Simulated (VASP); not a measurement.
# AlN (F-43m) in VASP: notebook, part 3 of 3

VASP 6.6.1. Earlier steps stand in the parts before.

## 4. Vibrations by perturbation theory, PBE

This run uses another cell than the first one, of 10.22 Å³/atom, 1.150 times its volume.

Contents of INCAR:

```
ALGO = Normal ; EDIFF = 1E-8
ENCUT = 600 ; GGA = PE
GGA_COMPAT = False ; IBRION = 8
ISIF = 2 ; ISMEAR = 0
LASPH = True ; LCHARG = False
LEPSILON = True ; LREAL = False
LWAVE = False ; NBANDS = 11
NELM = 120 ; NSW = 1
PREC = Accurate ; SIGMA = 0.01
```

Contents of KPOINTS:

```
k-points
0
Gamma
  10 10 10
```

Contents of POSCAR:

```
AlN
1.0
    0.0000000000      2.1702996758      2.1702996758
    2.1702996758      0.0000000000      2.1702996758
    2.1702996758      2.1702996758      0.0000000000
Al N
1 1
Direct
    0.0000000000      0.0000000000      0.0000000000
    0.7500000000      0.7500000000      0.7500000000
```

Potentials or basis: VASP PAW PBE potentials, release 64 (Al, N).

The run is started by

```console
$ cat potpaw_PBE.64/Al/POTCAR potpaw_PBE.64/N/POTCAR > POTCAR
$ mpirun -np 1 vasp_std > vasp.out
```

OUTCAR:

```text
EDIFF = 1E-8
   ENCUT = 600
   GGA = PE
   IBRION = 8
   ISIF = 2
   ISMEAR = 0
   LASPH = True
   LEPSILON = True
   LREAL = False
   NELM = 120
   NSW = 1
   PREC = Accurate

 ion  position               nearest neighbor table
   1  0.000  0.000  0.000-   2 1.88   2 1.88   2 1.88   2 1.88
   2  0.750  0.750  0.750-   1 1.88   1 1.88   1 1.88   1 1.88

  LATTYP: Found a face centered cubic cell.
 ALAT       =     4.3405993516

  Lattice vectors:

 A1 = (   0.0000000000,   2.1702996758,   2.1702996758)
 A2 = (   2.1702996758,   0.0000000000,   2.1702996758)
 A3 = (   2.1702996758,   2.1702996758,   0.0000000000)

Analysis of symmetry for initial positions (statically):
=====================================================================
 Subroutine PRICEL returns:
 Original cell was already a primitive cell.

 Routine SETGRP: Setting up the symmetry group for a
 face centered cubic supercell.

 Subroutine GETGRP returns: Found 24 space group operations
 (whereof 24 operations were pure point group operations)
 out of a pool of 48 trial point group operations.

The static configuration has the point symmetry T_d .

Analysis of symmetry for dynamics (positions and initial velocities):
=====================================================================
 Subroutine PRICEL returns:
 Original cell was already a primitive cell.

 Routine SETGRP: Setting up the symmetry group for a
 face centered cubic supercell.

 Subroutine GETGRP returns: Found 24 space group operations
 (whereof 24 operations were pure point group operations)
 out of a pool of 48 trial point group operations.

The dynamic configuration has the point symmetry T_d .

 Subroutine INISYM returns: Found 24 space group operations
 (whereof 24 operations are pure point group operations),
 and found     1 'primitive' translations

----------------------------------------------------------------------------------------

                                     Primitive cell

  volume of cell :      20.4451

  direct lattice vectors                    reciprocal lattice vectors
     0.000000000  2.170299676  2.170299676    -0.230382931  0.230382931  0.230382931
     2.170299676  0.000000000  2.170299676     0.230382931 -0.230382931  0.230382931
     2.170299676  2.170299676  0.000000000     0.230382931  0.230382931 -0.230382931

  length of vectors
     3.069267236  3.069267236  3.069267236     0.399034941  0.399034941  0.399034941

  position of ions in fractional coordinates (direct lattice)
     0.000000000  0.000000000  0.000000000
     0.750000000  0.750000000  0.750000000

  ion indices of the primitive-cell ions
   primitive index   ion index
                 1           1
[... 523 lines left out ...]
    -0.00034  0.61363  0.00000
     0.61363 -0.00034  0.00000
     0.00000  0.00000  0.00037

--------------------------------------- Ionic step        4  -------------------------------------------

------------------------ aborting loop because EDIFF is reached ----------------------------------------

[... ionic steps 5 to 6 ...]

--------------------------------------- Ionic step        7  -------------------------------------------

 Free energy of the ion-electron system (eV)
  ---------------------------------------------------
  ---------------------------------------------------
  free energy    TOTEN  =        -0.23906697 eV

  energy without entropy =       -0.23906697

------------------------ aborting loop because EDIFF is reached ----------------------------------------

 INTERNAL STRAIN TENSOR  FOR ION    2  DIRECTION 1   (eV/Angst):
 -----------------------------------------------------------------------------
     0.00010  0.00000  0.00000
     0.00000  0.00025 10.32012
     0.00000 10.32012  0.00025

 MACROSCOPIC STATIC DIELECTRIC TENSOR (including local field effects in DFT)
 ------------------------------------------------------
           4.543261     0.000000     0.000000
           0.000000     4.543261     0.000000
          -0.000000    -0.000000     4.543261
 ------------------------------------------------------

 PIEZOELECTRIC TENSOR (including local field effects)  for field in x, y, z        (e  Angst)
          XX          YY          ZZ          XY          YZ          ZX
  --------------------------------------------------------------------------------
  x     0.00000     0.00000     0.00000     0.00000     0.78290     0.00000
  y     0.00000    -0.00000    -0.00000     0.00000     0.00000     0.78290
  z    -0.00000    -0.00000    -0.00000     0.78290     0.00000     0.00000

 PIEZOELECTRIC TENSOR (including local field effects)  for field in x, y, z        (C/m^2)
          XX          YY          ZZ          XY          YZ          ZX
  --------------------------------------------------------------------------------
  x     0.00000     0.00000     0.00000     0.00000     0.61352     0.00000
  y     0.00000    -0.00000    -0.00000     0.00000     0.00000     0.61352
  z    -0.00000    -0.00000    -0.00000     0.61352     0.00000     0.00000

 BORN EFFECTIVE CHARGES (including local field effects) (in |e|, cummulative output)
 ---------------------------------------------------------------------------------
 ion    1
    1     2.53159     0.00000     0.00000
    2     0.00000     2.53159     0.00000
    3    -0.00000     0.00000     2.53159
 ion    2
    1    -2.53159    -0.00000     0.00000
    2     0.00000    -2.53159    -0.00000
    3     0.00000     0.00000    -2.53159

 INTERNAL STRAIN TENSOR FOR ION    2 for displacements in x,y,z  (eV/Angst):
          X           Y           Z          XY          YZ          ZX
  --------------------------------------------------------------------------------
  x     0.00000    -0.00000    -0.00000     0.00000    10.32012     0.00000
  y     0.00000     0.00000     0.00000     0.00000     0.00000    10.32012
  z    -0.00000    -0.00000     0.00000    10.32012     0.00000     0.00000

 SECOND DERIVATIVES (NOT SYMMETRIZED)
 ------------------------------------
               1X          1Y          1Z          2X          2Y          2Z
  1X   -15.509504    0.000000    0.000000   15.509504    0.000000    0.000000
  1Y     0.000000  -15.509504    0.000000    0.000000   15.509504    0.000000
  1Z     0.000000    0.000000  -15.509504    0.000000    0.000000   15.509504
  2X    15.507189    0.000000    0.000000  -15.507189    0.000000    0.000000
  2Y     0.000000   15.507189    0.000000    0.000000  -15.507189    0.000000
  2Z     0.000000    0.000000   15.507189    0.000000    0.000000  -15.507189

 Eigenvectors and eigenvalues of the dynamical matrix
 ----------------------------------------------------

   1 f  =   20.277591 THz   127.407864 2PiTHz  676.387641 cm-1    83.861342 meV
             X         Y         Z           dx          dy          dz
      0.000000  0.000000  0.000000     0.000000    0.584527    0.000000
      3.255450  3.255450  3.255450     0.000000   -0.811375    0.000000
[... 21 lines left out ...]
   6 f/i=    0.000718 THz     0.004511 2PiTHz    0.023948 cm-1     0.002969 meV
             X         Y         Z           dx          dy          dz
      0.000000  0.000000  0.000000     0.000000    0.000000    0.811375
      3.255450  3.255450  3.255450     0.000000    0.000000    0.584527

--------------------------------------------------------------------------------------------------------

 MACROSCOPIC STATIC DIELECTRIC TENSOR IONIC CONTRIBUTION
 ------------------------------------------------------
           3.657616    -0.000000    -0.000000
          -0.000000     3.657616    -0.000000
          -0.000000    -0.000000     3.657616
 ------------------------------------------------------

 ELASTIC MODULI CONTR FROM IONIC RELAXATION (kBar)
 Direction    XX          YY          ZZ          XY          YZ          ZX
 --------------------------------------------------------------------------------
 XX          -0.0000      0.0000      0.0000     -0.0000      0.0000     -0.0000
 YY           0.0000     -0.0000     -0.0000     -0.0000     -0.0000      0.0000
 ZZ           0.0000     -0.0000     -0.0000      0.0000     -0.0000     -0.0000
 XY          -0.0000     -0.0000      0.0000   -509.6211      0.0000      0.0000
 YZ           0.0000     -0.0000     -0.0000      0.0000   -509.6211      0.0000
 ZX          -0.0000      0.0000     -0.0000      0.0000      0.0000   -509.6211
 --------------------------------------------------------------------------------

 PIEZOELECTRIC TENSOR IONIC CONTR  for field in x, y, z        (C/m^2)
          XX          YY          ZZ          XY          YZ          ZX
  --------------------------------------------------------------------------------
  x     0.00000    -0.00000    -0.00000     0.00000    -1.28468     0.00000
  y    -0.00000     0.00000    -0.00000     0.00000     0.00000    -1.28468
  z    -0.00000    -0.00000     0.00000    -1.28468     0.00000     0.00000
```

OSZICAR:

```text
N       E                     dE             d eps       ncg     rms          rms(c)
DAV:   1     0.144057923412E+02    0.14406E+02   -0.41606E+03  1050   0.689E+02
DAV:   2    -0.161527611375E+02   -0.30559E+02   -0.29265E+02  1208   0.155E+02
DAV:   3    -0.172371261678E+02   -0.10844E+01   -0.10826E+01  1282   0.279E+01
[... 141 lines left out ...]
RMM:   6    -0.239072653712E+00   -0.17888E-04   -0.23571E-07  6535   0.319E-03    0.111E-03
RMM:   7    -0.239068189524E+00    0.44642E-05   -0.86320E-08  6389   0.132E-03    0.973E-05
RMM:   8    -0.239066950527E+00    0.12390E-05   -0.29060E-09  6684   0.145E-04    0.550E-05
RMM:   9    -0.239066932740E+00    0.17786E-07    0.53725E-10  6610   0.635E-05    0.497E-06
RMM:  10    -0.239066959202E+00   -0.26462E-07   -0.29446E-10  7067   0.851E-06    0.217E-06
RMM:  11    -0.239066966788E+00   -0.75860E-08   -0.19928E-09  6055   0.677E-06    0.191E-07
 Linear response finished
```

Wall time 3.4 min (1 thread of Intel Xeon Platinum 8488C (Sapphire Rapids), shared host); peak memory 0.25 GiB.

What came out:

- Electronic dielectric tensor (diagonal): 4.54
- Born charges (mean of the diagonal): Al +2.53; N -2.53 e
- Highest phonon frequency at Γ, LO-TO splitting left out: 676 cm⁻¹

Phonon frequencies in cm⁻¹ (negative: imaginary):
```csv
q point,frequencies
"(0.000, 0.000, 0.000)",0 0 0 676 676 676
```

Electronic dielectric tensor:
```
4.54 0.00 0.00
0.00 4.54 0.00
0.00 0.00 4.54
```

Born effective charge tensors (e):
atom 1, Al
```
2.53 0.00 0.00
0.00 2.53 0.00
0.00 0.00 2.53
```
atom 2, N
```
-2.53  0.00  0.00
 0.00 -2.53  0.00
 0.00  0.00 -2.53
```

Caveat: the cell wasn't relaxed at this level first, which shifts response properties.

## 5. Vibrations by perturbation theory, PBE

This run uses another cell than the first one, of 9.44 Å³/atom, 1.062 times its volume.

Contents of INCAR:

```
ALGO = Normal ; EDIFF = 1E-8
ENCUT = 520 ; GGA = PE
IBRION = 8 ; ISIF = 2
ISMEAR = 0 ; LASPH = True
LCHARG = False ; LEPSILON = True
LREAL = False ; LWAVE = False
NELM = 80 ; NSW = 1
PREC = Accurate ; SIGMA = 0.01
```

KPOINTS is that of step 4.

Contents of POSCAR:

```
AlN
1.0
    0.0000000000      2.1133509978      2.1133509978
    2.1133509978      0.0000000000      2.1133509978
    2.1133509978      2.1133509978      0.0000000000
Al N
1 1
Direct
    0.0000000000      0.0000000000      0.0000000000
    0.7500000000      0.7500000000      0.7500000000
```

Potentials or basis: VASP PAW PBE potentials, release 64 (Al, N).

The run is started by

```console
$ cat potpaw_PBE.64/Al/POTCAR potpaw_PBE.64/N/POTCAR > POTCAR
$ mpirun -np 1 vasp_std > vasp.out
```

OUTCAR:

```text
EDIFF = 1E-8
   ENCUT = 520
   GGA = PE
   IBRION = 8
   ISIF = 2
   ISMEAR = 0
   LASPH = True
   LEPSILON = True
   LREAL = False
   NELM = 80
   NSW = 1
   PREC = Accurate

 ion  position               nearest neighbor table
   1  0.000  0.000  0.000-   2 1.83   2 1.83   2 1.83   2 1.83
   2  0.750  0.750  0.750-   1 1.83   1 1.83   1 1.83   1 1.83

  LATTYP: Found a face centered cubic cell.
 ALAT       =     4.2267019956

  Lattice vectors:

 A1 = (   0.0000000000,   2.1133509978,   2.1133509978)
 A2 = (   2.1133509978,   0.0000000000,   2.1133509978)
 A3 = (   2.1133509978,   2.1133509978,   0.0000000000)

Analysis of symmetry for initial positions (statically):
=====================================================================
 Subroutine PRICEL returns:
 Original cell was already a primitive cell.

 Routine SETGRP: Setting up the symmetry group for a
[... 563 lines left out ...]

 SECOND DERIVATIVES (NOT SYMMETRIZED)
 ------------------------------------
               1X          1Y          1Z          2X          2Y          2Z
  1X   -19.376540    0.000000    0.000000   19.376540    0.000000    0.000000
  1Y     0.000000  -19.376540    0.000000    0.000000   19.376540    0.000000
  1Z     0.000000    0.000000  -19.376540    0.000000    0.000000   19.376540
  2X    19.369765    0.000000    0.000000  -19.369765    0.000000    0.000000
  2Y     0.000000   19.369765    0.000000    0.000000  -19.369765    0.000000
  2Z     0.000000    0.000000   19.369765    0.000000    0.000000  -19.369765

 Eigenvectors and eigenvalues of the dynamical matrix
 ----------------------------------------------------

   1 f  =   22.663495 THz   142.398936 2PiTHz  755.972805 cm-1    93.728640 meV
             X         Y         Z           dx          dy          dz
      0.000000  0.000000  0.000000     0.488269    0.321419    0.000000
      3.170026  3.170026  3.170026    -0.677692   -0.446113    0.000000
[... 21 lines left out ...]
   6 f/i=    0.001880 THz     0.011810 2PiTHz    0.062695 cm-1     0.007773 meV
             X         Y         Z           dx          dy          dz
      0.000000  0.000000  0.000000     0.512765   -0.363905   -0.512765
      3.170026  3.170026  3.170026     0.369441   -0.262189   -0.369441

--------------------------------------------------------------------------------------------------------

 MACROSCOPIC STATIC DIELECTRIC TENSOR IONIC CONTRIBUTION
 ------------------------------------------------------
           3.144233     0.000000     0.000000
           0.000000     3.144233     0.000000
           0.000000     0.000000     3.144233
 ------------------------------------------------------

 ELASTIC MODULI CONTR FROM IONIC RELAXATION (kBar)
 Direction    XX          YY          ZZ          XY          YZ          ZX
 --------------------------------------------------------------------------------
 XX          -0.0000      0.0000      0.0000      0.0000      0.0000      0.0000
 YY           0.0000     -0.0000      0.0000      0.0000      0.0000      0.0000
 ZZ           0.0000      0.0000     -0.0000      0.0000      0.0000      0.0000
 XY           0.0000      0.0000      0.0000   -977.1774      0.0000      0.0000
 YZ           0.0000      0.0000      0.0000      0.0000   -977.1774      0.0000
 ZX           0.0000      0.0000      0.0000      0.0000      0.0000   -977.1774
 --------------------------------------------------------------------------------

 PIEZOELECTRIC TENSOR IONIC CONTR  for field in x, y, z        (C/m^2)
          XX          YY          ZZ          XY          YZ          ZX
  --------------------------------------------------------------------------------
  x     0.00000     0.00000     0.00000     0.00000    -1.64936     0.00000
  y     0.00000     0.00000     0.00000     0.00000     0.00000    -1.64936
  z     0.00000     0.00000     0.00000    -1.64936     0.00000     0.00000
```

stdout:

```text
POSCAR found type information on POSCAR AlN
 POSCAR found :  2 types and       2 ions
 scaLAPACK will be used
 LDA part: xc-table for (Slater+PW92), standard interpolation
 POSCAR, INCAR and KPOINTS ok, starting setup
 FFT: planning ... GRIDC
 FFT: planning ... GRID_SOFT
 FFT: planning ... GRID
 WAVECAR not read
 entering main loop
[... 23 lines left out ...]
  Direction:   3
 dielectric tensor                  component  3 :     0.400     0.607     4.426
 Linear response DOF=           2
 Linear response progress:
 first order change of Fermi-energy   0.69443E-01
 force on displaced ion       1 direction 1 : -19.377   0.000   0.000
 Born effective charge ion    1 direction 1 :   2.521   0.000   0.000
 Linear response progress:
 first order change of Fermi-energy  -0.69085E-01
 force on displaced ion       2 direction 1 : -19.370  -0.000  -0.000
 Born effective charge ion    2 direction 1 :  -2.521   0.000   0.000
 Born effective charges drift removed
 Linear response finished
```

Wall time 3.7 min (1 thread of AMD EPYC 7R13, shared host); peak memory 0.17 GiB.

Results:

```yaml
Electronic_dielectric_tensor_diagonal: 4.43
Born_charges_mean_of_the_diagonal: Al +2.52; N -2.52 e
Highest_phonon_frequency_at_Γ_LO-TO_splitting_left_out: 756 cm⁻¹
```

Phonon frequencies in cm⁻¹ (negative: imaginary):
```csv
q point,frequencies
"(0.000, 0.000, 0.000)",0 0 0 756 756 756
```

Electronic dielectric tensor:
```
4.43 0.00 0.00
0.00 4.43 0.00
0.00 0.00 4.43
```

Born effective charge tensors (e):
atom 1, Al
```
2.52 0.00 0.00
0.00 2.52 0.00
0.00 0.00 2.52
```
atom 2, N
```
-2.52  0.00  0.00
 0.00 -2.52  0.00
 0.00  0.00 -2.52
```

Caveat: the cell wasn't relaxed at this level first, which shifts response properties.
